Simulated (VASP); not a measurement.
Bi, 3 atoms in the cell. Symmetry: P6/mmm, No. 191, hexagonal system. Conventional cell: a = 5.392 Å, b = 5.392 Å, c = 3.185 Å, α = 90.00°, β = 90.00°, γ = 120.00°. Within 4.2 Å of Bi (site symmetry 6/mmm) lie 14 Bi at 3.18 to 3.50 Å. Bi (site symmetry -6m2) has 11 Bi at 3.11 to 3.50 Å within 4.1 Å.  This cell differs from its parent crystal: volume scaled by 0.88.

* Program: VASP 6.6.1
* Task: single point
* Functional: PBEsol
* Potentials or basis: VASP PAW PBE potentials, release 64 (Bi_d)
* Cutoff: 520 eV
* k mesh: 7 × 7 × 11
* Occupations: fermi-dirac, width 0.1 eV
* Spin: no spin polarisation
* Dipole correction: no
* Further INCAR settings: ALGO = Normal; EDIFF = 1e-06; NBANDS = 30

Potentials or basis: VASP PAW PBE potentials, release 64 (Bi_d).

Launch:

```bash
$ cat potpaw_PBE.64/Bi_d/POTCAR > POTCAR
$ mpirun -np 1 vasp_std > vasp.out
```

Hardware: 1 thread of Intel(R) Xeon(R) Platinum 8559C (Emerald Rapids), on a shared host.

Question: Estimate the wall time of this run.

Answer: Wall time 40 s on 1 thread of Intel(R) Xeon(R) Platinum 8559C (Emerald Rapids) (shared host), peak memory 0.23 GiB. Counts: scf iterations 11, k points 48.
